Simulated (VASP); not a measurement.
Input of a VASP 6.6.1 run:

The input INCAR:

```
PREC     = Accurate       # precision mode
ENCUT    = 520            # plane-wave cutoff, eV
EDIFF    = 1E-6           # SCF threshold, eV
ISMEAR   = -1             # smearing method
SIGMA    = 0.15           # smearing width, eV
LREAL    = Auto         
LASPH    = True           # aspherical terms in the spheres
NELM     = 60             # most SCF steps
ALGO     = Normal         # electronic algorithm
ISIF     = 2              # what is computed and relaxed
LWAVE    = False          # write WAVECAR
LCHARG   = False          # write CHGCAR
GGA      = CA             # functional
NBANDS   = 104            # bands
```

Contents of KPOINTS:

```
regular mesh
0
Gamma
  3 3 3
```

The input POSCAR:

```
LiTa16
1.0
    6.6200000000      0.0000000000      0.0000000000
    0.0000000000      6.6200000000      0.0000000000
    0.0000000000      0.0000000000      6.6200000000
Ta Li
16 1
Direct
    0.0250806647     -0.0395809668     -0.0002194864
    0.5081145015      0.0061652568     -0.0003581571
    0.0260129909      0.5413055891     -0.0002250755
   -0.0023293051     -0.0011199396      0.4997117825
    0.2419273414      0.2505309668      0.2440347432
    0.5078980363      0.4950427492     -0.0003575529
    0.4882063444     -0.0053783988      0.4995229607
    0.7247418429      0.2503072508      0.2898885196
   -0.0022006042      0.5020560423      0.4997083082
    0.2617694864      0.7507243202      0.2555212991
    0.2420548338      0.2505305136      0.7551614804
    0.4883282477      0.5062864048      0.4995234139
    0.7523046828      0.7504182779      0.2512672205
    0.7241690332      0.2503137462      0.7090003021
    0.2616909366      0.7507238671      0.7438543807
    0.7522222054      0.7504222054      0.7480948640
    0.8749965257      0.2515329305     -0.0009607251
```

Potentials or basis: VASP PAW LDA potentials, release 64 (Ta_pv, Li_sv).

Command:

```sh
$ cat potpaw_LDA.64/Ta_pv/POTCAR potpaw_LDA.64/Li_sv/POTCAR > POTCAR
$ mpirun -np 1 vasp_std > vasp.out
```

(1) Predict the band gap on the k mesh.

(2) Estimate the largest force.

Answers

(1) zero (an odd number of electrons rules out a gap without spin polarisation).

(2) 0.045 eV/Å.

Caveat: spin-orbit coupling is left out, which moves the levels of the heavy elements.
